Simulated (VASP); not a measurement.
A run of VASP 6.6.1 is set up as follows.

File INCAR:

```
PREC = Accurate
ENCUT = 500
EDIFF = 1E-6
ISMEAR = 0
SIGMA = 0.01
LREAL = False
LASPH = True
NELM = 120
ALGO = Normal
ISIF = 2
LWAVE = False
LCHARG = False
GGA = PS
NBANDS = 15
GGA_COMPAT = False
```

File KPOINTS:

```
regular mesh
0
Gamma
  6 6 6
```

POSCAR

```
KCl
1.0
    0.0000000000      3.1215874723      3.1215874723
    3.1215874723      0.0000000000      3.1215874723
    3.1215874723      3.1215874723      0.0000000000
K Cl
1 1
Direct
    0.0000000000      0.0000000000      0.0000000000
    0.5000000000      0.5000000000      0.5000000000
```

Potentials or basis: VASP PAW PBE potentials, release 64 (K_sv, Cl).

Command:

```sh
$ cat potpaw_PBE.64/K_sv/POTCAR potpaw_PBE.64/Cl/POTCAR > POTCAR
$ mpirun -np 1 vasp_std > vasp.out
```

(1) Estimate the band gap on the k mesh.

(2) Predict the pressure.

Results:

(1) 5.10 eV, direct.

(2) 0.0 GPa.

Caveat: the PAW data sets were made with another functional, which shifts forces and pressure a little.
